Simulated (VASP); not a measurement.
## AgCl (rocksalt type): electric field gradients with PBE

AgCl (rocksalt type):

```
Ag Cl
1.0
     0.00000    2.82378    2.82378
     2.82378    0.00000    2.82378
     2.82378    2.82378    0.00000
Ag Cl
1 1
Direct
  0.00000 0.00000 0.00000
  0.50000 0.50000 0.50000
```

```json
{
 "Program": "VASP 6.6.1",
 "Task": "electric field gradients",
 "Functional": "PBE",
 "Potentials or basis": "VASP PAW PBE potentials, release 64 (Ag, Cl)",
 "Cutoff": "520 eV",
 "k mesh": "12 × 12 × 12",
 "Occupations": "fermi-dirac, width 0.08 eV",
 "Spin": "no spin polarisation",
 "Dipole correction": "no",
 "Further INCAR settings": "ALGO = Normal; EDIFF = 1e-08; NBANDS = 16"
}
```

```
Pressure                                : -0.9 GPa
Band gap on the k mesh                  : 0.93 eV (least direct gap 2.92 eV)
Largest electric field gradient by atom : under 0.05 V/Å² on every atom
```

Levels at points of the mesh, in eV from the valence-band top:
```tsv
k point	band 6	band 7	band 8	band 9	band 10	band 11	band 12	band 13
(0.00, 0.00, 0.00)	-2.20	-2.10	-2.10	-2.10	0.93	10.88	10.88	10.88
(0.50, 0.00, 0.00)	-1.92	-1.63	0.00	0.00	4.39	6.25	7.77	7.77
(0.50, 0.50, 0.00)	-2.03	-1.81	-1.81	-1.76	2.47	8.10	8.46	11.24
```

It took 39 s on 1 thread of Intel(R) Xeon(R) Platinum 8488C (Sapphire Rapids) (shared host), peak memory 0.2 GiB.

A k mesh can miss the band edges.
